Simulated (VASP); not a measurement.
Here is a VASP 6.6.1 calculation.

The input INCAR:

```
PREC = Accurate
ENCUT = 520
EDIFF = 1E-6
ISMEAR = 0
SIGMA = 0.15
LREAL = False
LASPH = True
NELM = 100
ALGO = Normal
ISIF = 2
LWAVE = False
LCHARG = False
GGA = PE
NBANDS = 13
```

The input KPOINTS:

```
regular mesh
0
Gamma
  20 20 20
```

The input POSCAR:

```
Ru
1.0
   -0.1333558828      1.7431518960      1.7431518960
    1.7431518960     -0.1333558828      1.7431518960
    1.7431518960      1.7431518960     -0.1333558828
Ru
1
Direct
    0.0000000000      0.0000000000      0.0000000000
```

Potentials or basis: VASP PAW PBE potentials, release 64 (Ru_pv).

The run is started by

```bash
$ cat potpaw_PBE.64/Ru_pv/POTCAR > POTCAR
$ mpirun -np 1 vasp_std > vasp.out
```

**Question.** Predict the band gap on the k mesh.

**Answer.** Zero (band 7 reaches 18.21 eV, above the bottom of band 8 at 13.45 eV).

**Question.** Predict the pressure.

**Answer.** 77.9 GPa.

Stress tensor (GPa, compression positive):
```
77.93 28.83 28.83
28.83 77.93 28.83
28.83 28.83 77.93
```
